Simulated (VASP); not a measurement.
Crystal: Li6I2NCl.

```
Cl I N Li
1.0
     0.00000    4.56103    4.56103
     4.56103    0.00000    4.56103
     4.56103    4.56103    0.00000
Cl I N Li
1 2 1 6
Direct
  0.00000 0.00000 0.00000
  0.75000 0.75000 0.75000
  0.25000 0.25000 0.25000
  0.50000 0.50000 0.50000
  0.68340 0.31660 0.68340
  0.68340 0.31660 0.31660
  0.31660 0.68340 0.31660
  0.31660 0.68340 0.68340
  0.68340 0.68340 0.31660
  0.31660 0.31660 0.68340
```

Base run:

- Program: VASP 6.6.1
- Functional: PBEsol
- Potentials or basis: VASP PAW PBE potentials, release 64 (Cl, I, N, Li_sv)
- Cutoff: 520 eV
- k mesh: 4 × 4 × 4
- Occupations: fermi-dirac, width 0.1 eV
- Spin: no spin polarisation

Its results: band gap on the k mesh 3.15 eV; largest force 3.280 eV/Å.

**Question.** The run is repeated on the same cell with these changes: functional from PBEsol to PBE. What comes out?

**Answer.** Band gap on the k mesh 3.28 eV; largest force 3.315 eV/Å.

Caveats: spin-orbit coupling is left out, which moves the levels of the heavy elements; the PAW data sets were made with another functional, which shifts forces and pressure a little (at least some runs); forces of over 1 eV/Å act on the atoms, so gaps and moduli don't describe the material at rest (at least some runs).

